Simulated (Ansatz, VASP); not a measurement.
# Hf: VASP beside Ansatz

POSCAR

```
Hf
1.0
    0.0000000000      2.3088000000      2.3976000000
    2.3088000000      0.0000000000      2.3976000000
    2.3088000000      2.3088000000      0.0000000000
Hf
1
Direct
    0.0000000000      0.0000000000      0.0000000000
```

INCAR.step1

```
SYSTEM = Hf
PREC     = Accurate       ! precision mode
ENCUT    = 520            ! plane-wave cutoff, eV
ISMEAR   = 0              ! smearing method
SIGMA    = 0.15           ! smearing width, eV
LREAL    = .False.        ! projectors in reciprocal space
LASPH    = .True.         ! aspherical terms in the spheres
NELM     = 60             ! most SCF steps
NBANDS   = 11             ! bands
GGA      = PE             ! functional
ALGO     = Normal         ! electronic algorithm
EDIFF    = 1E-4           ! SCF threshold, eV
LWAVE    = .True.         ! write WAVECAR
LCHARG   = .False.        ! write CHGCAR
```

Contents of INCAR.step2:

```
SYSTEM = Hf
PREC     = Accurate       ! precision mode
ENCUT    = 520            ! plane-wave cutoff, eV
EDIFF    = 1E-7           ! SCF threshold, eV
ISMEAR   = 0              ! smearing method
SIGMA    = 0.15           ! smearing width, eV
LREAL    = .False.        ! projectors in reciprocal space
LASPH    = .True.         ! aspherical terms in the spheres
NELM     = 60             ! most SCF steps
ALGO     = Normal         ! electronic algorithm
ISIF     = 2              ! what is computed and relaxed
LWAVE    = .False.        ! write WAVECAR
LCHARG   = .True.         ! write CHGCAR
METAGGA  = R2SCAN         ! meta-GGA
LMIXTAU  = .True.       
LELF     = .True.         ! ELF
LVHAR    = .True.       
NBANDS   = 11             ! bands
ISTART   = 1
```

The input KPOINTS:

```
Automatic mesh
0
Gamma
  18 18 18
  0 0 0
```

Input for Ansatz:

```yaml
crystal:
  lattice:
    - [0.0, 2.3088, 2.3976]
    - [2.3088, 0.0, 2.3976]
    - [2.3088, 2.3088, 0.0]
  atoms:
    - { symbol: Hf, position: [0.0, 0.0, 0.0] }
basis:
  ecutwfc: 500
kpoints:
  mp_grid: { grid: [18, 18, 18] }
hamiltonian:
  xc: r2scan
scf:
  occupations: { method: gaussian, width: 0.15 }
output:
  forces: true
  stress: true
  eigenvalues: true
```

Change from the starting cell: strain +0.040 along x and y, +0.080 along z, atoms carried along.

Alike in both runs: task single point; functional r2SCAN; k mesh 18 × 18 × 18; occupations gaussian, width 0.15 eV; no spin polarisation.

```csv
,VASP,Ansatz
version,VASP 6.6.1,Ansatz 0.2.0
potentials or method,"VASP PAW PBE potentials, release 64 (Hf_pv), cutoff 520 eV","scalar-relativistic, plane waves, PAW"
valence electrons in the cell,10,26
```

VASP gave:

* gap on the k mesh at the Fermi level (eV): none
* pressure (GPa): -11.6
* traceless stress, the component that is largest in VASP (GPa): -1.35

Problem. Which values does Ansatz return?

Solution. gap on the k mesh at the Fermi level (eV): none; pressure (GPa): -11.0; traceless stress, the component that is largest in VASP (GPa): -1.35.

VASP's potentials were made for PBE, not for r2SCAN. A gap of «none» marks a metal or a gap that the smearing closes. VASP's potentials hold 10 valence electrons a cell and Ansatz's 26, so a difference there can come from the potentials and not from the codes.

Neither program's run includes spin-orbit coupling.
